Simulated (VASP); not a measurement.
# PbO (P4/nmm) in VASP: further runs

PbO is run at these levels: r2SCAN; tasks: relaxation of shape and atoms at fixed volume.

Everything below comes from runs of VASP 6.6.1. Logs are shortened: lines on timing, memory, paths and dates and some standing lists are left out, and cuts for length are marked.

**1. The cell of the first run**

The structure is tetragonal, space group P4/nmm (No. 129). Conventional cell: a = 3.961 Å, b = 3.961 Å, c = 5.310 Å, α = 90.00°, β = 90.00°, γ = 90.00°. Pb (site symmetry 4mm) has 4 O at 2.31 Å within 3.0 Å. O (site symmetry -4m2) has 4 Pb at 2.31 Å and 4 O at 2.80 Å within 3.0 Å.

**2. Relaxation of shape and atoms at fixed volume, r2SCAN (20.82 Å³/atom)**

Contents of POSCAR:

```
PbO
1.0
    3.9607944494      0.0000000000      0.0000000000
    0.0000000000      3.9607944494      0.0000000000
    0.0000000000      0.0000000000      5.3097185618
Pb O
2 2
Direct
    0.5000000000      0.0000000000      0.2222475185
    0.0000000000      0.5000000000      0.7777524815
    0.0000000000      0.0000000000      0.0000000000
    0.5000000000      0.5000000000      0.0000000000
```

Contents of INCAR.step1:

```
SYSTEM = PbO
PREC = Accurate
ENCUT = 600
ISMEAR = 0
SIGMA = 0.05
LREAL = .False.
LASPH = .True.
NELM = 60
GGA = PE
ALGO = Normal
EDIFF = 1E-4
LWAVE = .True.
LCHARG = .False.
```

Contents of INCAR.step2:

```
SYSTEM = PbO
PREC = Accurate
ENCUT = 600
EDIFF = 1E-7
ISMEAR = 0
SIGMA = 0.05
LREAL = .False.
LASPH = .True.
NELM = 60
ALGO = Normal
ISIF = 4
LWAVE = .False.
LCHARG = .False.
METAGGA = R2SCAN
LMIXTAU = .True.
IBRION = 2
NSW = 60
EDIFFG = -0.01
ISTART = 1
```

Contents of KPOINTS:

```
regular mesh
0
Gamma
  6 6 4
  0 0 0
```

Potentials or basis: VASP PAW PBE potentials, release 64 (Pb_d, O).

On the command line:

```console
> cat potpaw_PBE.64/Pb_d/POTCAR potpaw_PBE.64/O/POTCAR > POTCAR
> cp INCAR.step1 INCAR
> mpirun -np 1 vasp_std > vasp.out
> cp INCAR.step2 INCAR
> mpirun -np 1 vasp_std > vasp.out
```

OUTCAR:

```text
SYSTEM = PbO
   PREC = Accurate
   ENCUT = 600
   EDIFF = 1E-7
   ISMEAR = 0
   LREAL = .False.
   LASPH = .True.
   NELM = 60
   ISIF = 4
   METAGGA = R2SCAN
   IBRION = 2
   NSW = 60
   EDIFFG = -0.01
   ISTART = 1

 ion  position               nearest neighbor table
   1  0.500  0.000  0.222-   3 2.31   4 2.31   4 2.31   3 2.31   2 3.66   2 3.66   2 3.66   2 3.66
                             2 4.07   2 4.07   2 4.07   2 4.07
   2  0.000  0.500  0.778-   3 2.31   4 2.31   3 2.31   4 2.31   1 3.66   1 3.66   1 3.66   1 3.66
                             1 4.07   1 4.07   1 4.07   1 4.07
   3  0.000  0.000  0.000-   1 2.31   2 2.31   2 2.31   1 2.31
   4  0.500  0.500  0.000-   1 2.31   2 2.31   1 2.31   2 2.31

  LATTYP: Found a simple tetragonal cell.
 ALAT       =     3.9607944494
 C/A-ratio  =     1.3405690777

  Lattice vectors:

 A1 = (   3.9607944494,   0.0000000000,   0.0000000000)
 A2 = (   0.0000000000,   3.9607944494,   0.0000000000)
 A3 = (   0.0000000000,   0.0000000000,   5.3097185618)

Analysis of symmetry for initial positions (statically):
=====================================================================
 Subroutine PRICEL returns:
 Original cell was already a primitive cell.

 Routine SETGRP: Setting up the symmetry group for a
 simple tetragonal supercell.

 Subroutine GETGRP returns: Found 16 space group operations
 (whereof  8 operations were pure point group operations)
 out of a pool of 16 trial point group operations.

The static configuration has the point symmetry D_2d.
 The point group associated with its full space group is D_4h.

Analysis of symmetry for dynamics (positions and initial velocities):
=====================================================================
 Subroutine PRICEL returns:
 Original cell was already a primitive cell.

 Routine SETGRP: Setting up the symmetry group for a
 simple tetragonal supercell.

 Subroutine GETGRP returns: Found 16 space group operations
 (whereof  8 operations were pure point group operations)
 out of a pool of 16 trial point group operations.

The dynamic configuration has the point symmetry D_2d.
 The point group associated with its full space group is D_4h.

 Subroutine INISYM returns: Found 16 space group operations
 (whereof  8 operations are pure point group operations),
 and found     1 'primitive' translations

----------------------------------------------------------------------------------------

                                     Primitive cell

  volume of cell :      83.2983

  direct lattice vectors                    reciprocal lattice vectors
     3.960794449  0.000000000  0.000000000     0.252474601  0.000000000  0.000000000
     0.000000000  3.960794449  0.000000000     0.000000000  0.252474601  0.000000000
     0.000000000  0.000000000  5.309718562     0.000000000  0.000000000  0.188333899

  length of vectors
     3.960794449  3.960794449  5.309718562     0.252474601  0.252474601  0.188333899

  position of ions in fractional coordinates (direct lattice)
     0.500000000  0.000000000  0.222247518
     0.000000000  0.500000000  0.777752482
     0.000000000  0.000000000  0.000000000
     0.500000000  0.500000000  0.000000000

  ion indices of the primitive-cell ions
   primitive index   ion index
                 1           1
                 2           2
                 3           3
                 4           4

----------------------------------------------------------------------------------------

 KPOINTS: regular mesh

Automatic generation of k-mesh.
 Grid dimensions read from file:
 generate k-points for:    6    6    4

 Generating k-lattice:

  Cartesian coordinates                     Fractional coordinates (reciprocal lattice)
     0.042079100  0.000000000  0.000000000     0.166666667  0.000000000  0.000000000
     0.000000000  0.042079100  0.000000000     0.000000000  0.166666667  0.000000000
     0.000000000  0.000000000  0.047083475     0.000000000  0.000000000  0.250000000

  Length of vectors
     0.042079100  0.042079100  0.047083475

  Shift w.r.t. Gamma in fractional coordinates (k-lattice)
     0.000000000  0.000000000  0.000000000

 Subroutine IBZKPT returns following result:
 ===========================================

 Found     30 irreducible k-points:

 Following reciprocal coordinates:
            Coordinates               Weight
  0.000000  0.000000  0.000000      1.000000
  0.166667  0.000000  0.000000      4.000000
  0.333333  0.000000  0.000000      4.000000
  0.500000  0.000000  0.000000      2.000000
  0.166667  0.166667  0.000000      4.000000
  0.333333  0.166667  0.000000      8.000000
[... 16 lines left out ...]
  0.333333  0.000000  0.500000      4.000000
  0.500000  0.000000  0.500000      2.000000
 [... further k-points ...]
   k-points           NKPTS =     30   k-points in BZ     NKDIM =     30   number of bands    NBANDS=     24
   number of dos      NEDOS =    301   number of ions     NIONS =      4
   total plane-waves  NPLWV =  43008
   dimension x,y,z NGX =    32 NGY =   32 NGZ =   42
   dimension x,y,z NGXF=    64 NGYF=   64 NGZF=   84
   ions per type =               2   2
   NGX,Y,Z   is equivalent  to a cutoff of  13.43, 13.43, 13.15 a.u.
   NGXF,Y,Z  is equivalent  to a cutoff of  26.86, 26.86, 26.30 a.u.
 SYSTEM =  PbO
   PREC   = accura    normal or accurate (medium, high low for compatibility)
   ISTART =      1    job   : 0-new  1-cont  2-samecut
   ICHARG =      0    charge: 1-file 2-atom 10-const
   ISPIN  =      1    spin polarized calculation?
   LNONCOLLINEAR =      F non collinear calculations
   LSORBIT =      F    spin-orbit coupling
   LASPH  =      T    aspherical Exc in radial PAW
   ENCUT  =  600.0 eV  44.10 Ry    6.64 a.u.   7.91  7.91 10.60*2*pi/ulx,y,z
   NELM   =     60;   NELMIN=  2; NELMDL=  0     # of ELM steps
   EDIFF  = 0.1E-06   stopping-criterion for ELM
   LREAL  =      F    real-space projection
   EDIFFG = -.1E-01   stopping-criterion for IOM
   NSW    =     60    number of steps for IOM
   IBRION =      2    ionic relax: 0-MD 1-quasi-New 2-CG
   NFREE  =      1    steps in history (QN), initial steepest desc. (CG)
   ISIF   =      4    stress and relaxation
   ISYM   =      2    0-nonsym 1-usesym 2-fastsym
   POTIM  = 0.5000    time-step for ionic-motion
   TEBEG  =    0.0;   TEEND  =   0.0 temperature during run
   PSTRESS=    0.0 pullay stress
   NELECT =      40.0000    total number of electrons
   NUPDOWN=      -1.0000    fix difference up-down
   EMIN   =  10.00;   EMAX   =-10.00  energy-range for DOS
   EFERMI =   0.00;   METHOD = LEGACY
   ISMEAR =     0;   SIGMA  =   0.05  broadening in eV -4-tet -1-fermi 0-gaus
   EFERMI_NEDOS =   21; number of points for ismear=-14 and -15
   IALGO  =     38    algorithm
   IMIX   =      4    mixing-type and parameters
     AMIX     =   0.40;   BMIX     =  1.00
     AMIX_MAG =   1.60;   BMIX_MAG =  1.00
  volume/ion in A,a.u.               =      20.82       140.53
  Fermi-wavevector in a.u.,A,eV,Ry     =   1.281985  2.422600 22.360963  1.643484
  Thomas-Fermi vector in A             =   2.414323
   LORBIT       =      0    0 simple, 1 ext, 2 COOP (PROOUT), +10 PAW based schemes
   METAGGA = R2SCAN    functional components
   LHFCALC =     F    Hartree Fock is set to
   AEXX    =    0.0000 exact exchange contribution
   IVDW    =     0    specifies the selected vdW correction
   LEPSILON=     F    determine dielectric tensor
   LRPA    =     F    only Hartree local field effects (RPA)
 conjugate gradient relaxation of ions
 non-spin polarized calculation
 Gauss-broadening in eV      SIGMA  =   0.05
  energy-cutoff  :      600.00
  volume of cell :       83.30
 maximum number of plane-waves:      2812
 NGX is ok and might be reduce to    32
   NGX = 15   NGY = 15   NGZ = 21

--------------------------------------- Ionic step        1  -------------------------------------------

 number of electron      39.9999990 magnetization

 Free energy of the ion-electron system (eV)
  ---------------------------------------------------
  ext. energy  EPLUGINS =         0.00000000
  ---------------------------------------------------
  free energy    TOTEN  =      -129.51355940 eV

  energy without entropy =     -129.51355940  energy(sigma->0) =     -129.51355940

------------------------ aborting loop because EDIFF is reached ----------------------------------------

  FORCE on cell =-STRESS in cart. coord.  units (eV):
  Direction    XX          YY          ZZ          XY          YZ          ZX
  --------------------------------------------------------------------------------------
  -------------------------------------------------------------------------------------
  Total        1.1762322      1.1762322      0.9355617      0.0000000      0.0000000      0.0000000
  in kB       22.6239034     22.6239034     17.9947958      0.0000000      0.0000000      0.0000000
  external PRESSURE =      21.0808675 kB  Pullay stress =       0.0000000 kB
[... 137 lines left out ...]
  energy  without entropy=     -129.5258486828  energy(sigma->0) =     -129.52584868

--------------------------------------- Ionic step        5  -------------------------------------------

 number of electron      40.0000002 magnetization

 Free energy of the ion-electron system (eV)
  ---------------------------------------------------
  ext. energy  EPLUGINS =         0.00000000
  ---------------------------------------------------
  free energy    TOTEN  =      -129.52762814 eV

  energy without entropy =     -129.52762814  energy(sigma->0) =     -129.52762814

 E-fermi :   4.6629     XC(G=0): -10.1638

 val. band max:        4.4512146254   @ k =   0.0000   0.0000   0.0000
 cond. band min:       6.1852826993   @ k =   0.5000   0.5000   0.0000
 fundamental gap:      1.7340680739
 Fermi energy:         4.6629153374

 k-point     1 :       0.0000    0.0000    0.0000
  band No.  band energies     occupation
      1     -14.8901      2.00000
      2     -14.2888      2.00000
      3     -12.0530      2.00000
      4     -12.0530      2.00000
      5     -11.9943      2.00000
      6     -11.9858      2.00000
[... 637 lines left out ...]
     23      11.3040      0.00000
     24      11.3040      0.00000

 [... further k-points ...]

------------------------ aborting loop because EDIFF is reached ----------------------------------------

  FORCE on cell =-STRESS in cart. coord.  units (eV):
  Direction    XX          YY          ZZ          XY          YZ          ZX
  --------------------------------------------------------------------------------------
  -------------------------------------------------------------------------------------
  Total        0.1007008      0.1007008      0.0947990      0.0000000      0.0000000      0.0000000
  in kB        1.9369009      1.9369009      1.8233841      0.0000000      0.0000000      0.0000000
  external PRESSURE =       1.8990620 kB  Pullay stress =       0.0000000 kB
[... 19 lines left out ...]
  FREE ENERGIE OF THE ION-ELECTRON SYSTEM (eV)
  ---------------------------------------------------
  free  energy   TOTEN  =      -129.5276281413 eV

  energy  without entropy=     -129.5276281413  energy(sigma->0) =     -129.52762814

 reached required accuracy - stopping structural energy minimisation
```

Run time: 9.1 min. Hardware: 1 thread of AMD EPYC 9R45 (Zen 5), shared host; peak memory 0.22 GiB.

What came out:

- Free energy: -129.5276 eV
- Energy gained by relaxing: 3.5 meV/atom
- Ionic steps: 5
- Pressure after relaxing: 0.2 GPa
- Largest force after relaxing: 0.006 eV/Å
- Band gap on the k mesh: 1.73 eV (least direct gap 2.59 eV)

Forces on the atoms (eV/Å):
```
Pb   0.000  0.000  0.006
Pb   0.000  0.000 -0.006
O    0.000  0.000  0.000
O    0.000  0.000  0.000
```

The path:
| step | energy change (eV) | largest force (eV/Å) | pressure (GPa) | volume (Å³) |
| --- | --- | --- | --- | --- |
| 1 | 0.0000 | 0.4093 | 2.11 | 83.30 |
| 2 | -0.0100 | 0.0677 | 0.94 | 83.30 |
| 3 | -0.0105 | 0.0242 | 0.63 | 83.30 |
| 4 | -0.0123 | 0.0143 | 0.50 | 83.30 |
| 5 | -0.0141 | 0.0062 | 0.19 | 83.30 |

Final structure:
```cif
data_structure
_symmetry_space_group_name_H-M 'P 1'
_symmetry_Int_Tables_number 1
_cell_length_a 3.9952
_cell_length_b 3.9952
_cell_length_c 5.2187
_cell_angle_alpha 90.000
_cell_angle_beta 90.000
_cell_angle_gamma 90.000
_cell_volume 83.30
loop_
_atom_site_label
_atom_site_type_symbol
_atom_site_fract_x
_atom_site_fract_y
_atom_site_fract_z
_atom_site_occupancy
Pb1 Pb 0.50000 0.00000 0.22778 1
Pb2 Pb 0.00000 0.50000 0.77222 1
O1 O 0.00000 0.00000 0.00000 1
O2 O 0.50000 0.50000 0.00000 1
```

Levels at points of the mesh, in eV from the valence-band top:
```csv
k point,band 18,band 19,band 20,band 21,band 22,band 23
"(0.00, 0.00, 0.00)",-1.73,-1.73,0.00,2.59,5.44,6.19
"(0.50, 0.00, 0.00)",-3.06,-1.63,-1.63,3.61,3.61,6.70
"(0.50, 0.50, 0.00)",-1.75,-1.09,-1.09,1.73,1.73,5.61
"(0.00, 0.00, 0.50)",-1.75,-1.75,-0.99,2.27,4.59,4.59
"(0.50, 0.00, 0.50)",-3.04,-1.06,-1.06,3.28,3.28,6.85
"(0.50, 0.50, 0.50)",-2.20,-1.10,-1.10,3.87,3.87,4.86
```

Caveat: the PAW data sets were made with another functional, which shifts forces and pressure a little; spin-orbit coupling is left out, which moves the levels of the heavy elements.

(Continued in part 2 of 2.)
